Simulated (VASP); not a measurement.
**In3P2: relaxation of cell and atoms with PBE**

In3P2:

```
In P
1.0
     3.25834    1.88121    5.93068
    -3.25834    1.88121    5.93068
     0.00000   -3.76241    5.93068
In P
6 4
Cartesian
  -1.2626 -1.8812 7.4133
  2.2605 -0.1528 7.4133
  -0.9979 2.0341 7.4133
  1.2626 1.8812 10.3787
  -2.2605 0.1528 10.3787
  0.9979 -2.0341 10.3787
  0.0000 0.0000 15.1620
  0.0000 0.0000 11.5260
  0.0000 0.0000 2.6300
  0.0000 0.0000 6.2660
```

* Program: VASP 6.6.1
* Task: relaxation of cell and atoms
* Functional: PBE
* Potentials or basis: VASP PAW PBE potentials, release 64 (In_d, P)
* Cutoff: 600 eV
* k mesh: 3 × 3 × 3
* Occupations: gaussian, width 0.1 eV
* Spin: no spin polarisation
* Dipole correction: no
* Further INCAR settings: ALGO = Normal; EDIFF = 1e-07; IBRION = 2; EDIFFG = -0.04; NSW = 90; ISIF = 3

```json
{
 "Relaxed volume": "26.47 Å³/atom",
 "Relaxed cell": "a = 7.362 Å, b = 7.362 Å, c = 7.362 Å, α = 57.32°, β = 57.32°, γ = 57.32°",
 "Space group after relaxing (to 0.1 Å)": "R-3c (No. 167)",
 "Energy gained by relaxing": "165.2 meV/atom",
 "Ionic steps": "12",
 "Pressure after relaxing": "0.1 GPa",
 "Largest force after relaxing": "0.017 eV/Å",
 "Band gap on the k mesh": "0.03 eV (least direct gap 0.26 eV)"
}
```

Forces in eV/Å, atoms in the order of the input:
```
In   0.017  0.000  0.000
In  -0.008  0.014  0.000
In  -0.008 -0.014  0.000
In  -0.017  0.000  0.000
In   0.008 -0.014  0.000
In   0.008  0.014  0.000
P    0.000  0.000  0.015
P    0.000  0.000 -0.015
P    0.000  0.000 -0.015
P    0.000  0.000  0.015
```

The path:
```csv
step,energy change (eV),largest force (eV/Å),pressure (GPa),volume (Å³)
1,0.0000,0.1208,12.90,218.12
2,-1.5247,0.1914,-1.76,278.40
3,-1.5956,0.1831,0.11,265.02
4,-1.5959,0.1837,-0.05,266.02
5,-1.6090,0.1454,-0.04,266.13
6,-1.6254,0.1107,0.01,266.37
7,-1.6259,0.1412,0.02,266.41
8,-1.6317,0.1233,-0.03,266.62
9,-1.6439,0.0716,-0.16,267.24
10,-1.6470,0.0229,-0.47,268.45
11,-1.6491,0.0139,-0.34,267.98
12,-1.6516,0.0166,0.14,264.71
```

Final structure:
```
In P
1.0
     3.53069    2.03844    6.13002
    -3.53069    2.03844    6.13002
     0.00000   -4.07689    6.13002
In P
6 4
Cartesian
  -1.4570 -2.0384 7.6625
  2.4939 -0.2426 7.6625
  -1.0368 2.2810 7.6625
  1.4570 2.0384 10.7275
  -2.4939 0.2426 10.7275
  1.0368 -2.2810 10.7275
  0.0000 0.0000 15.7423
  0.0000 0.0000 11.8428
  0.0000 0.0000 2.6477
  0.0000 0.0000 6.5473
```

Levels at points of the mesh, in eV from the valence-band top:
| k point | band 45 | band 46 | band 47 | band 48 | band 49 | band 50 | band 51 | band 52 | band 53 | band 54 |
| --- | --- | --- | --- | --- | --- | --- | --- | --- | --- | --- |
| (0.00, 0.00, 0.00) | -2.60 | -2.50 | -1.59 | -1.16 | -1.16 | 2.06 | 2.06 | 2.13 | 2.64 | 2.64 |

Run time: 15 min on 1 thread of Intel(R) Xeon(R) 6975P-C (Granite Rapids), on a shared host, peak memory 0.48 GiB.

Caveat: the volume moved by over 15 % at a fixed basis, so the end points are rough; spin-orbit coupling is left out, which moves the levels of the heavy elements; an odd mesh through Γ misses points on the zone boundary, where band edges can lie.
